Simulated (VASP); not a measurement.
A run of VASP 6.6.1:

Contents of INCAR:

```
SYSTEM = InP
PREC = Accurate
ENCUT = 520
EDIFF = 1E-7
ISMEAR = 0
SIGMA = 0.01
LREAL = .False.
LASPH = .True.
NELM = 100
ALGO = Normal
ISIF = 2
LWAVE = .False.
LCHARG = .True.
GGA = PE
LELF = .True.
LVHAR = .True.
NBANDS = 16
```

Contents of KPOINTS:

```
Automatic mesh
0
Gamma
  6 6 6
  0 0 0
```

File POSCAR:

```
InP
1.0
    4.1155200269      0.0000000000      0.0000000000
    2.0577600134      3.5641448931      0.0000000000
    2.0577600134      1.1880482977      3.3603080307
In P
1 1
Direct
    0.0000000000      0.0000000000      0.0000000000
    0.2500000000      0.2500000000      0.2500000000
```

Potentials or basis: VASP PAW PBE potentials, release 64 (In_d, P).

Run with:

```sh
$ cat potpaw_PBE.64/In_d/POTCAR potpaw_PBE.64/P/POTCAR > POTCAR
$ mpirun -np 1 vasp_std > vasp.out
```

Hardware: 1 thread of Intel Xeon 8259CL, on a shared host.

Question: Estimate the wall time of this run.

Answer: It took 17 s on 1 thread of Intel Xeon 8259CL, with other jobs on the host, peak memory 0.17 GiB. Counts: scf iterations 15, k points 16.
